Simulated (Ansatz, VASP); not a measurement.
Two plane-wave programs on ZnO

```
Zn O
1.0
     0.00000    2.18968    2.18968
     2.18968    0.00000    2.18968
     2.18968    2.18968    0.00000
Zn O
1 1
Direct
  0.00000 0.00000 0.00000
  0.50000 0.50000 0.50000
```

Change from the starting cell: hydrostatic strain +2.6%.

Alike in both runs: task single point; functional r2SCAN; k mesh 10 × 10 × 10; no spin polarisation.

|  | VASP | Ansatz |
| --- | --- | --- |
| version | VASP 6.6.1 | Ansatz 0.2.0 |
| potentials or method | VASP PAW PBE potentials, release 64 (Zn, O_h) | plane waves, PAW |
| plane-wave cutoff (eV) | 910 | 500 |
| occupations | gaussian, width 0.01 eV | fixed |
| valence electrons in the cell | 18 | 18 |

Ansatz gave:

- gap on the k mesh at the Fermi level (eV): 1.20

Problem. What did VASP give for the same quantities?

Solution. gap on the k mesh at the Fermi level (eV): 1.19.

VASP's potentials were made for PBE, not for r2SCAN.

Noted on VASP's run: the cutoff is short for stress, so the pressure is rough.
